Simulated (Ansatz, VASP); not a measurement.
C: VASP beside Ansatz

The input INCAR:

```
SYSTEM = C
PREC     = Accurate       ! precision mode
ENCUT    = 520            ! plane-wave cutoff, eV
EDIFF    = 1E-7           ! SCF threshold, eV
ISMEAR   = 0              ! smearing method
SIGMA    = 0.15           ! smearing width, eV
LREAL    = .FALSE.        ! projectors in reciprocal space
LASPH    = .TRUE.         ! aspherical terms in the spheres
NELM     = 60             ! most SCF steps
ALGO     = Normal         ! electronic algorithm
ISIF     = 2              ! what is computed and relaxed
LWAVE    = .FALSE.        ! write WAVECAR
LCHARG   = .TRUE.         ! write CHGCAR
GGA      = PS             ! functional
LELF     = .TRUE.         ! ELF
LVHAR    = .TRUE.       
NBANDS   = 16             ! bands
```

Contents of KPOINTS:

```
regular mesh
0
G
  21 21 6
  0 0 0
```

POSCAR

```
C
1.0
    1.2735028131     -2.0353749065      0.0000000000
    1.2735028131      2.0353749065      0.0000000000
    0.0000000000      0.0000000000      7.0530892592
C
4
Direct
    0.0833216498      0.9166783502      0.7498439858
    0.5833216498      0.4166783502      0.2501560142
    0.9166783502      0.0833216498      0.2501560142
    0.4166783502      0.5833216498      0.7498439858
```

Input for Ansatz:

```yaml
crystal:
  lattice:
    - [1.2735028131, -2.0353749065, 0.0]
    - [1.2735028131, 2.0353749065, 0.0]
    - [0.0, 0.0, 7.0530892592]
  atoms:
    - { symbol: C, position: [0.0833216498, 0.9166783502, 0.7498439858] }
    - { symbol: C, position: [0.5833216498, 0.4166783502, 0.2501560142] }
    - { symbol: C, position: [0.9166783502, 0.0833216498, 0.2501560142] }
    - { symbol: C, position: [0.4166783502, 0.5833216498, 0.7498439858] }
basis:
  ecutwfc: 520.0
kpoints:
  mp_grid: { grid: [21, 21, 6] }
hamiltonian:
  xc: pbesol
  pseudopotentials: { kind: paw, azcp: { folder: soft_1 } }
scf:
  occupations: { method: gaussian, width: 0.15 }
output:
  forces: true
  stress: true
  eigenvalues: true
```

Change from the starting cell: volume 9.141 Å^3 an atom, stretch along a over the lengths across it, relative to the relaxed cell 1.0835.

Alike in both runs: task single point; functional PBEsol; k mesh 21 × 21 × 6; occupations gaussian, width 0.15 eV; no spin polarisation.

|  | VASP | Ansatz |
| --- | --- | --- |
| version | VASP 6.6.1 | Ansatz 0.2.0 |
| potentials or method | VASP PAW PBE potentials, release 64 (C), cutoff 520 eV | scalar-relativistic, plane waves, PAW |
| valence electrons in the cell | 16 | 16 |

```tsv
	VASP	Ansatz	Ansatz less VASP
gap on the k mesh at the Fermi level (eV)	0.04	0.05	+0.002
least direct gap on the mesh (eV)	0.39	0.39	-0.002
pressure (GPa)	6.5	5.8	-0.70
traceless stress, the component that is largest in VASP (GPa)	39.16	38.65	-0.505
rms of the force components (eV/Å)	0.774	0.763	-0.0110
```

VASP's potentials were made for PBE, not for PBEsol, and Ansatz warns of the same on its side. Atom by atom the forces differ by 0.011 eV/Å (rms over components).
